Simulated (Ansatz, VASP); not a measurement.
One calculation of Se, two programs

INCAR

```
SYSTEM = Se
PREC = Accurate ; ENCUT = 600
EDIFF = 1E-7 ; ISMEAR = 0
SIGMA = 0.1 ; LREAL = .False.
LASPH = .True. ; NELM = 60
ALGO = Normal ; ISIF = 3
LWAVE = .False. ; LCHARG = .False.
GGA = PE ; IBRION = 2
NSW = 100 ; EDIFFG = -0.01
```

Contents of KPOINTS:

```
regular mesh
0
Gamma
  10 10 10
  0 0 0
```

POSCAR

```
Se
1.0
    5.1790352584      0.0000000000      0.0000000000
    0.0000000000      5.1790352584      0.0000000000
    0.0000000000      0.0000000000      5.1790352584
Se
4
Direct
    0.0000000000      0.0000000000      0.0000000000
    0.5000000000      0.0000000000      0.0000000000
    0.0000000000      0.5000000000      0.0000000000
    0.0000000000      0.0000000000      0.5000000000
```

Input for Ansatz:

```yaml
crystal:
  lattice:
    - [5.1790352584, 0.0, 0.0]
    - [0.0, 5.1790352584, 0.0]
    - [0.0, 0.0, 5.1790352584]
  atoms:
    - { symbol: Se, position: [0.0, 0.0, 0.0] }
    - { symbol: Se, position: [0.5, 0.0, 0.0] }
    - { symbol: Se, position: [0.0, 0.5, 0.0] }
    - { symbol: Se, position: [0.0, 0.0, 0.5] }
basis:
  ecutwfc: 420
kpoints:
  mp_grid: { grid: [10, 10, 10] }
hamiltonian:
  xc: pbe
scf:
  occupations: { method: gaussian, width: 0.1 }
output:
  forces: true
  stress: true
  eigenvalues: true
  write_density: true
  write_potential: true
  elf: true
  volumetric_format: npy
relax:
  adjacent_minimum: "off"
  f_tol: 0.01
  max_steps: 80
  cell: { stress_tol: 0.05 }
```

Alike in both runs: task relaxation of cell and atoms; functional PBE; k mesh 10 × 10 × 10; occupations gaussian, width 0.1 eV; no spin polarisation.

```csv
,VASP,Ansatz
version,VASP 6.6.1,Ansatz 0.2.0
potentials or method,"VASP PAW PBE potentials, release 64 (Se), cutoff 600 eV","scalar-relativistic, plane waves, PAW"
valence electrons in the cell,24,64
```

VASP gave:

```
gap on the k mesh at the Fermi level, each at its own relaxed structure (eV) : none
relaxed volume (Å³/atom)                                                     : 33.96
relaxed length of the cell vector where the two differ most in proportion (Å)              : 5.140
```

Problem. Estimate Ansatz's values.

Solution. gap on the k mesh at the Fermi level, each at its own relaxed structure (eV): none; relaxed volume (Å³/atom): 33.95; relaxed length of the cell vector where the two differ most in proportion (Å): 5.140.

A gap of «none» marks a metal or a gap that the smearing closes. VASP's potentials hold 24 valence electrons a cell and Ansatz's 64, so a difference there can come from the potentials and not from the codes.
